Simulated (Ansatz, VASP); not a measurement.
**One calculation of ZnRe, two programs**

INCAR

```
  PREC = Accurate
  ENCUT = 520
  EDIFF = 1E-6
  ISMEAR = -1
  SIGMA = 0.05
  LREAL = False
  LASPH = True
  NELM = 150
  ALGO = Normal
  ISIF = 2
  LWAVE = False
  LCHARG = False
  MAGMOM = 0 0 0 0 0 0
  LORBIT = 11
  LSORBIT = True
  GGA_COMPAT = False
  LORBMOM = True
  LMAXMIX = 4
  GGA = PE
  NBANDS = 31
```

Contents of KPOINTS:

```
regular mesh
0
Gamma
  11 11 6
```

The input POSCAR:

```
ZnRe
1.0
    2.7482183437      0.0000000000      0.0000000000
   -1.3741091718      2.3800269008      0.0000000000
    0.0000000000      0.0000000000      4.4940660000
Re Zn
1 1
Direct
    0.3333333333      0.6666666667      0.5000000000
    0.0000000000      0.0000000000      0.0000000000
```

input.yaml

```yaml
crystal:
  lattice:
    - [2.7482183437, 0.0, 0.0]
    - [-1.3741091718, 2.3800269008, 0.0]
    - [0.0, 0.0, 4.494066]
  atoms:
    - { symbol: Re, position: [0.3333333333, 0.6666666667, 0.5] }
    - { symbol: Zn, position: [0.0, 0.0, 0.0] }
hamiltonian:
  xc: pbe
  pseudopotentials: { kind: paw_fr }
magnetization:
  noncollinear: true
  spin_orbit: true
kpoints:
  mp_grid: { grid: [11, 11, 6] }
  band_path:
    path:
      - [[0.0, 0.0, 0.0], [0.5, 0.0, 0.0], [0.3333333333, 0.3333333333, 0.0], [0.0, 0.0, 0.0], [0.0, 0.0, 0.5], [0.5, 0.0, 0.5], [0.3333333333, 0.3333333333, 0.5], [0.0, 0.0, 0.5]]
      - [[0.5, 0.0, 0.5], [0.5, 0.0, 0.0]]
      - [[0.3333333333, 0.3333333333, 0.0], [0.3333333333, 0.3333333333, 0.5]]
    npoints: 14
scf:
  occupations: { method: fermi_dirac, width: 0.05 }
  n_extra_bands: 6
output:
  forces: true
  stress: true
  eigenvalues: true
  fatbands: false
```

Alike in both runs: functional PBE; k mesh 11 × 11 × 6; occupations fermi-dirac, width 0.05 eV; non-collinear spin, spin-orbit coupling.

|  | VASP | Ansatz |
| --- | --- | --- |
| version | VASP 6.6.1 | Ansatz 0.2.0 |
| potentials or method | VASP PAW PBE potentials, release 64 (Re, Zn) | Ansatz PAW |
| plane-wave cutoff (eV) | 520 | 420 |
| valence electrons in the cell | 19 | 27 |
| task | single point | band structure |

```tsv
	VASP	Ansatz	Ansatz less VASP
pressure (GPa)	-1.1	-1.2	-0.09
traceless stress, the component that is largest in VASP (GPa)	-0.07	-0.33	-0.253
net moment per atom (μB)	0.00	0.00	0.000
```

The functional is the same, so the differences come from potentials, cutoffs and numerics. VASP's potentials hold 19 valence electrons a cell and Ansatz's 27, so a difference there can come from the potentials and not from the codes.
